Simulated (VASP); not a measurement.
Set up this calculation in VASP 6.6.1, as the native input.

| Quantity | Value |
| --- | --- |
| Task | relaxation of cell and atoms |
| Functional | PBE |
| Potentials or basis | VASP PAW PBE potentials, release 64 (Mg, Ga_d, S) |
| Cutoff | 600 eV |
| k mesh | 6 × 6 × 8 |
| Occupations | gaussian, width 0.1 eV |
| Spin | no spin polarisation |
| Dipole correction | no |
| Further INCAR settings | ALGO = Normal; EDIFF = 1e-06; IBRION = 2; EDIFFG = -0.01; NSW = 100; ISIF = 3 |

The structure of MgGa2S5 lies in POSCAR:

```
MgGa2S5
1.0
    7.9263823525      0.0000000000      0.0000000000
   -3.9631911763      6.8644484774      0.0000000000
    0.0000000000      0.0000000000      4.7594623522
Mg Ga S
1 2 5
Direct
    0.0000000000      0.0000000000      0.0000000000
    0.3333333333      0.6666666667      0.5000000000
    0.6666666667      0.3333333333      0.5000000000
    0.3333333333      0.6666666667      0.0000000000
    0.0000000000      0.5000000000      0.5000000000
    0.5000000000      0.5000000000      0.5000000000
    0.5000000000      0.0000000000      0.5000000000
    0.6666666667      0.3333333333      0.0000000000
```

The input as run:

INCAR

```
ALGO = Normal ; EDIFF = 1E-6
EDIFFG = -0.01 ; ENCUT = 600
GGA = PE ; IBRION = 2
ISIF = 3 ; ISMEAR = 0
LASPH = T ; LCHARG = F
LREAL = F ; LWAVE = F
NELM = 100 ; NSW = 100
PREC = Accurate ; SIGMA = 0.1
```

KPOINTS

```
k-points
0
Gamma
  6 6 8
```

Potentials or basis: VASP PAW PBE potentials, release 64 (Mg, Ga_d, S).

Launch:

```console
$ cat potpaw_PBE.64/Mg/POTCAR potpaw_PBE.64/Ga_d/POTCAR potpaw_PBE.64/S/POTCAR > POTCAR
$ mpirun -np 1 vasp_std > vasp.out
```

Results of the run:

The relaxed volume is 32.30 Å³/atom and the relaxed cell is a = 7.908 Å, b = 7.908 Å, c = 4.771 Å, α = 90.00°, β = 90.00°, γ = 120.00°. The space group after relaxing (to 0.05 Å) is P6/mmm (No. 191). The energy gained by relaxing is 0.1 meV/atom. The ionic steps are 4, the pressure after relaxing is 0.0 GPa and the band gap on the k mesh is zero (band 29 reaches 0.66 eV, above the bottom of band 30 at 0.10 eV).

It took 20 min on 1 thread of AMD EPYC 7R43 64-Core Processor (Zen 3), with other jobs on the host, peak memory 0.65 GiB.
